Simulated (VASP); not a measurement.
# KF (rocksalt type) (Immm) in VASP: single point with PBE

Aim: the single point of KF (rocksalt type) with PBE.

Everything below comes from runs of VASP 6.6.1. Logs are shortened: lines on timing, memory, paths and dates and some standing lists are left out, and cuts for length are marked.

## (1) The cell of the first run

It takes space group Immm (No. 71, orthorhombic). Conventional cell: a = 3.813 Å, b = 3.852 Å, c = 5.420 Å, α = 90.00°, β = 90.00°, γ = 90.00°. Within 3.6 Å of K (site symmetry mmm) lie 6 F at 2.71 Å. F (site symmetry mmm) has 6 K at 2.71 Å within 3.6 Å.

## (2) Single point, PBE (xy shear strain of +1 %)

Input file INCAR:

```
PREC = Accurate
ENCUT = 520
EDIFF = 1E-6
ISMEAR = -1
SIGMA = 0.08
LREAL = False
LASPH = True
NELM = 100
ALGO = Normal
ISIF = 2
LWAVE = False
LCHARG = False
GGA = PE
NBANDS = 15
```

Input file KPOINTS:

```
Automatic mesh
0
Gamma
  16 16 16
```

Input file POSCAR:

```
KF
1.0
    0.0135494381      2.7098876288      2.7098876288
    2.7098876288      0.0135494381      2.7098876288
    2.7234370670      2.7234370670      0.0000000000
K F
1 1
Direct
    0.0000000000      0.0000000000      0.0000000000
    0.5000000000      0.5000000000      0.5000000000
```

Potentials or basis: VASP PAW PBE potentials, release 64 (K_sv, F).

Run with:

```console
> cat potpaw_PBE.64/K_sv/POTCAR potpaw_PBE.64/F/POTCAR > POTCAR
> mpirun -np 1 vasp_std > vasp.out
```

OUTCAR:

```text
PREC = Accurate
   ENCUT = 520
   EDIFF = 1E-6
   ISMEAR = -1
   LREAL = False
   LASPH = True
   NELM = 100
   ISIF = 2
   GGA = PE

 ion  position               nearest neighbor table
   1  0.000  0.000  0.000-   2 2.71   2 2.71   2 2.71   2 2.71   2 2.71   2 2.71
   2  0.500  0.500  0.500-   1 2.71   1 2.71   1 2.71   1 2.71   1 2.71   1 2.71

  LATTYP: Found a body centered orthorhombic cell.
 ALAT       =     3.8131980380
 B/A-ratio  =     1.0100502513
 C/A-ratio  =     1.4213201632

  Lattice vectors:

 A1 = (   2.7098876289,   0.0135494382,  -2.7098876288)
 A2 = (  -2.7098876288,  -0.0135494381,  -2.7098876288)
 A3 = (   0.0135494381,   2.7098876288,   2.7098876288)

Analysis of symmetry for initial positions (statically):
=====================================================================
 Subroutine PRICEL returns:
 Original cell was already a primitive cell.

 Routine SETGRP: Setting up the symmetry group for a
 body centered orthorhombic supercell.

 Subroutine GETGRP returns: Found  8 space group operations
 (whereof  8 operations were pure point group operations)
 out of a pool of  8 trial point group operations.

The static configuration has the point symmetry D_2h.

Analysis of symmetry for dynamics (positions and initial velocities):
=====================================================================
 Subroutine PRICEL returns:
 Original cell was already a primitive cell.

 Routine SETGRP: Setting up the symmetry group for a
 body centered orthorhombic supercell.

 Subroutine GETGRP returns: Found  8 space group operations
 (whereof  8 operations were pure point group operations)
 out of a pool of  8 trial point group operations.

The dynamic configuration has the point symmetry D_2h.

 Subroutine INISYM returns: Found  8 space group operations
 (whereof  8 operations are pure point group operations),
 and found     1 'primitive' translations

----------------------------------------------------------------------------------------

                                     Primitive cell

  volume of cell :      39.7991

  direct lattice vectors                    reciprocal lattice vectors
     0.013549438  2.709887629  2.709887629    -0.185436679  0.185436679  0.184509496
     2.709887629  0.013549438  2.709887629     0.185436679 -0.185436679  0.184509496
     2.723437067  2.723437067  0.000000000     0.183591538  0.183591538 -0.184509496

  length of vectors
     3.832383789  3.832383789  3.851521636     0.320651334  0.320651334  0.318520737

  position of ions in fractional coordinates (direct lattice)
     0.000000000  0.000000000  0.000000000
     0.500000000  0.500000000  0.500000000

  ion indices of the primitive-cell ions
   primitive index   ion index
                 1           1
                 2           2

----------------------------------------------------------------------------------------

 KPOINTS: Automatic mesh

Automatic generation of k-mesh.
 Grid dimensions read from file:
 generate k-points for:   16   16   16

 Generating k-lattice:

  Cartesian coordinates                     Fractional coordinates (reciprocal lattice)
    -0.011589792  0.011589792  0.011531843     0.062500000 -0.000000000  0.000000000
     0.011589792 -0.011589792  0.011531843    -0.000000000  0.062500000  0.000000000
     0.011474471  0.011474471 -0.011531843     0.000000000  0.000000000  0.062500000

  Length of vectors
     0.020040708  0.020040708  0.019907546

  Shift w.r.t. Gamma in fractional coordinates (k-lattice)
     0.000000000  0.000000000  0.000000000

 Subroutine IBZKPT returns following result:
 ===========================================

 Found    621 irreducible k-points:

 Following reciprocal coordinates:
            Coordinates               Weight
  0.000000  0.000000  0.000000      1.000000
  0.062500 -0.000000  0.000000      4.000000
  0.125000 -0.000000  0.000000      4.000000
  0.187500 -0.000000  0.000000      4.000000
  0.250000 -0.000000  0.000000      4.000000
  0.312500  0.000000  0.000000      4.000000
[... 16 lines left out ...]
 -0.125000  0.062500  0.000000      4.000000
 -0.062500  0.062500  0.000000      2.000000
 [... further k-points ...]
   k-points           NKPTS =    621   k-points in BZ     NKDIM =    621   number of bands    NBANDS=     15
   number of dos      NEDOS =    301   number of ions     NIONS =      2
   total plane-waves  NPLWV =  27000
   dimension x,y,z NGX =    30 NGY =   30 NGZ =   30
   dimension x,y,z NGXF=    60 NGYF=   60 NGZF=   60
   ions per type =               1   1
   NGX,Y,Z   is equivalent  to a cutoff of  13.01, 13.01, 12.95 a.u.
   NGXF,Y,Z  is equivalent  to a cutoff of  26.03, 26.03, 25.90 a.u.
 SYSTEM =  unknown system
   PREC   = accura    normal or accurate (medium, high low for compatibility)
   ISTART =      0    job   : 0-new  1-cont  2-samecut
   ICHARG =      2    charge: 1-file 2-atom 10-const
   ISPIN  =      1    spin polarized calculation?
   LNONCOLLINEAR =      F non collinear calculations
   LSORBIT =      F    spin-orbit coupling
   LASPH  =      T    aspherical Exc in radial PAW
   ENCUT  =  520.0 eV  38.22 Ry    6.18 a.u.   7.13  7.13  7.16*2*pi/ulx,y,z
   NELM   =    100;   NELMIN=  2; NELMDL= -5     # of ELM steps
   EDIFF  = 0.1E-05   stopping-criterion for ELM
   LREAL  =      F    real-space projection
   EDIFFG = 0.1E-04   stopping-criterion for IOM
   NSW    =      0    number of steps for IOM
   IBRION =     -1    ionic relax: 0-MD 1-quasi-New 2-CG
   NFREE  =      0    steps in history (QN), initial steepest desc. (CG)
   ISIF   =      2    stress and relaxation
   ISYM   =      2    0-nonsym 1-usesym 2-fastsym
   POTIM  = 0.5000    time-step for ionic-motion
   TEBEG  =    0.0;   TEEND  =   0.0 temperature during run
   PSTRESS=    0.0 pullay stress
   NELECT =      16.0000    total number of electrons
   NUPDOWN=      -1.0000    fix difference up-down
   EMIN   =  10.00;   EMAX   =-10.00  energy-range for DOS
   EFERMI =   0.00;   METHOD = LEGACY
   ISMEAR =    -1;   SIGMA  =   0.08  broadening in eV -4-tet -1-fermi 0-gaus
   EFERMI_NEDOS =   21; number of points for ismear=-14 and -15
   IALGO  =     38    algorithm
   IMIX   =      4    mixing-type and parameters
     AMIX     =   0.40;   BMIX     =  1.00
     AMIX_MAG =   1.60;   BMIX_MAG =  1.00
  volume/ion in A,a.u.               =      19.90       134.29
  Fermi-wavevector in a.u.,A,eV,Ry     =   1.208251  2.283263 19.862744  1.459870
  Thomas-Fermi vector in A             =   2.343864
   LORBIT       =      0    0 simple, 1 ext, 2 COOP (PROOUT), +10 PAW based schemes
   GGA     = PE    functional components
   LHFCALC =     F    Hartree Fock is set to
   AEXX    =    0.0000 exact exchange contribution
   IVDW    =     0    specifies the selected vdW correction
   LEPSILON=     F    determine dielectric tensor
   LRPA    =     F    only Hartree local field effects (RPA)
 non-spin polarized calculation
  energy-cutoff  :      520.00
  volume of cell :       39.80
 maximum number of plane-waves:      1086
 NGX is ok and might be reduce to    30
   NGX = 15   NGY = 15   NGZ = 15

 number of electron      15.9999992 magnetization

 Free energy of the ion-electron system (eV)
  ---------------------------------------------------
  ext. energy  EPLUGINS =         0.00000000
  ---------------------------------------------------
  free energy    TOTEN  =        -8.29908219 eV

  energy without entropy =       -8.29908219  energy(sigma->0) =       -8.29908219

 E-fermi :  -1.0184     XC(G=0):  -8.2136

 val. band max:       -2.9080618265   @ k =   0.0000   0.0000   0.0000
 cond. band min:       3.0353941772   @ k =   0.0000   0.0000   0.0000
 fundamental gap:      5.9434560037
 Fermi energy:        -1.0183610336

 k-point     1 :       0.0000    0.0000    0.0000
  band No.  band energies     occupation
      1     -29.1717      2.00000
      2     -21.5472      2.00000
      3     -12.4523      2.00000
      4     -12.4509      2.00000
      5     -12.4494      2.00000
      6      -2.9180      2.00000
      7      -2.9132      2.00000
      8      -2.9081      2.00000
      9       3.0354      0.00000
     10       7.5979      0.00000
     11       7.6451      0.00000
     12       7.6940      0.00000
     13       9.2625      0.00000
     14       9.2626      0.00000
     15      13.7443      0.00000

 k-point     2 :       0.0625   -0.0000    0.0000
  band No.  band energies     occupation
      1     -29.1688      2.00000
      2     -21.5494      2.00000
      3     -12.4599      2.00000
      4     -12.4536      2.00000
      5     -12.4518      2.00000
      6      -2.9456      2.00000
      7      -2.9307      2.00000
      8      -2.9237      2.00000
      9       3.1442      0.00000
     10       7.5999      0.00000
     11       7.6501      0.00000
     12       7.7181      0.00000
     13       9.2945      0.00000
     14       9.2947      0.00000
     15      13.9440      0.00000

 k-point     3 :       0.1250   -0.0000    0.0000
  band No.  band energies     occupation
      1     -29.1603      2.00000
      2     -21.5566      2.00000
      3     -12.4882      2.00000
      4     -12.4573      2.00000
      5     -12.4560      2.00000
      6      -3.0423      2.00000
      7      -2.9664      2.00000
      8      -2.9592      2.00000
      9       3.4560      0.00000
     10       7.4215      0.00000
     11       7.8007      0.00000
     12       7.8672      0.00000
     13       9.3908      0.00000
     14       9.3921      0.00000
     15      14.4743      0.00000
[... 343 lines left out ...]
 k-point    23 :      -0.1250    0.0625    0.0000
  band No.  band energies     occupation
      1     -29.1541      2.00000
      2     -21.5613      2.00000
      3     -12.5035      2.00000
      4     -12.4763      2.00000
      5     -12.4513      2.00000
      6      -3.1197      2.00000
      7      -3.0104      2.00000
      8      -2.9476      2.00000
      9       3.6822      0.00000
     10       7.2750      0.00000
     11       7.8662      0.00000
     12       8.0623      0.00000
     13       9.4582      0.00000
     14       9.4635      0.00000
     15      14.8385      0.00000

 k-point    24 :      -0.0625    0.0625    0.0000
  band No.  band energies     occupation
      1     -29.1639      2.00000
      2     -21.5533      2.00000
      3     -12.4713      2.00000
      4     -12.4648      2.00000
      5     -12.4507      2.00000
      6      -3.0090      2.00000
      7      -2.9614      2.00000
      8      -2.9235      2.00000
      9       3.3198      0.00000
     10       7.4803      0.00000
     11       7.7086      0.00000
     12       7.8421      0.00000
     13       9.3439      0.00000
     14       9.3478      0.00000
     15      14.2578      0.00000

 [... further k-points ...]

------------------------ aborting loop because EDIFF is reached ----------------------------------------

  FORCE on cell =-STRESS in cart. coord.  units (eV):
  Direction    XX          YY          ZZ          XY          YZ          ZX
  --------------------------------------------------------------------------------------
  -------------------------------------------------------------------------------------
  Total        0.0071682      0.0071682      0.0067253     -0.0334381     -0.0000000     -0.0000000
  in kB        0.2885681      0.2885681      0.2707397     -1.3461057     -0.0000000     -0.0000000
  external PRESSURE =       0.2826253 kB  Pullay stress =       0.0000000 kB

 VOLUME and BASIS-vectors are now :
 -----------------------------------------------------------------------------
  energy-cutoff  :      520.00
  volume of cell :       39.80
      direct lattice vectors                 reciprocal lattice vectors
     0.013549438  2.709887629  2.709887629    -0.185436679  0.185436679  0.184509496
     2.709887629  0.013549438  2.709887629     0.185436679 -0.185436679  0.184509496
     2.723437067  2.723437067  0.000000000     0.183591538  0.183591538 -0.184509496

 POSITION                                       TOTAL-FORCE (eV/Angst)
 -----------------------------------------------------------------------------------
      0.00000      0.00000      0.00000        -0.000000     -0.000000     -0.000000
      2.72344      2.72344      2.70989         0.000000      0.000000      0.000000
 -----------------------------------------------------------------------------------
    total drift:                                0.000000      0.000000      0.000000

  FREE ENERGIE OF THE ION-ELECTRON SYSTEM (eV)
  ---------------------------------------------------
  free  energy   TOTEN  =        -8.2990821912 eV

  energy  without entropy=       -8.2990821911  energy(sigma->0) =       -8.29908219
```

Run time: 2.4 min. Hardware: 1 thread of Intel Xeon 6975P-C (Granite Rapids), shared host; peak memory 0.44 GiB.

Results:

| Property | Result |
| --- | --- |
| Free energy | -8.2991 eV |
| Pressure | 0.0 GPa |
| Band gap on the k mesh | 5.94 eV |

Caveat: the cell differs from its parent crystal (xy shear strain of +1 %).
